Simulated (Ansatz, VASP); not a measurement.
# PbS in VASP and in Ansatz

The input INCAR:

```
SYSTEM = PbS
AGGAC = 1.0
AGGAX = 1.0
ALDAC = 0.0
ALDAX = 1.0
ALGO = Normal
EDIFF = 1E-7
ENCUT = 520
GGA = B5
ISIF = 2
ISMEAR = 0
LASPH = .True.
LCHARG = .False.
LREAL = .False.
LWAVE = .False.
NBANDS = 17
NELM = 60
PREC = Accurate
SIGMA = 0.05
```

File KPOINTS:

```
k-points
0
Gamma
  8 8 8
  0 0 0
```

The input POSCAR:

```
PbS
1.0
    0.0000000000      3.0490473917      3.0490473917
    3.0490473917      0.0000000000      3.0490473917
    3.0490473917      3.0490473917      0.0000000000
Pb S
1 1
Direct
    0.5000000000      0.5000000000      0.5000000000
    0.0000000000      0.0000000000      0.0000000000
```

Input for Ansatz:

```yaml
crystal:
  lattice:
    - [0.0, 3.0490473917, 3.0490473917]
    - [3.0490473917, 0.0, 3.0490473917]
    - [3.0490473917, 3.0490473917, 0.0]
  atoms:
    - { symbol: Pb, position: [0.5, 0.5, 0.5] }
    - { symbol: S, position: [0.0, 0.0, 0.0] }
basis:
  ecutwfc: 420
  ecutrho_ratio: 4
kpoints:
  mp_grid: { grid: [8, 8, 8] }
hamiltonian:
  xc: blyp
scf:
  occupations: { method: gaussian, width: 0.05 }
output:
  forces: true
  stress: true
  eigenvalues: true
```

Alike in both runs: task single point; functional BLYP; k mesh 8 × 8 × 8; occupations gaussian, width 0.05 eV; no spin polarisation.

```csv
,VASP,Ansatz
version,VASP 6.6.1,Ansatz 0.2.0
potentials or method,"VASP PAW PBE potentials, release 64 (Pb_d, S), cutoff 520 eV","scalar-relativistic, plane waves, PAW"
valence electrons in the cell,20,20
```

Ansatz gave:

- gap on the k mesh at the Fermi level (eV): 0.73
- least direct gap on the mesh (eV): 0.73
- pressure (GPa): 0.9

**Question.** What did VASP give for the same quantities?

**Answer.** gap on the k mesh at the Fermi level (eV): 0.72; least direct gap on the mesh (eV): 0.72; pressure (GPa): 0.9.

VASP's potentials were made for PBE, not for BLYP. With one functional, cell and mesh, what is left measures potentials, basis and numerics.

Spin-orbit coupling is off throughout.
